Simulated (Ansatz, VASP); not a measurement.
Two plane-wave programs on NaCl

```
Na Cl
1.0
     0.00000    2.73220    2.73220
     2.73220    0.00000    2.73220
     2.73220    2.73220    0.00000
Na Cl
1 1
Direct
  0.00000 0.00000 0.00000
  0.50000 0.50000 0.50000
```

Alike in both runs: functional LDA; k mesh 14 × 14 × 14; occupations fermi-dirac, width 0.1 eV; no spin polarisation.

Ansatz relaxed the structure, and its values are those at the end. VASP's run is a single point on that final structure, the one shown.

```csv
,VASP,Ansatz
version,VASP 6.6.1,Ansatz 0.2.0
potentials or method,"VASP PAW LDA potentials, release 64 (Na_pv, Cl)","PAW with Ansatz's default frozen-core files, scalar-relativistic"
plane-wave cutoff (eV),520,420
valence electrons in the cell,14,16
```

|  | VASP | Ansatz | Ansatz less VASP |
| --- | --- | --- | --- |
| pressure (GPa) | 0.0 | 0.0 | -0.03 |

LDA's correlation is that of Perdew and Zunger in VASP and of Perdew and Wang (1992) in Ansatz. VASP's potentials hold 14 valence electrons a cell and Ansatz's 16, so a difference there can come from the potentials and not from the codes.
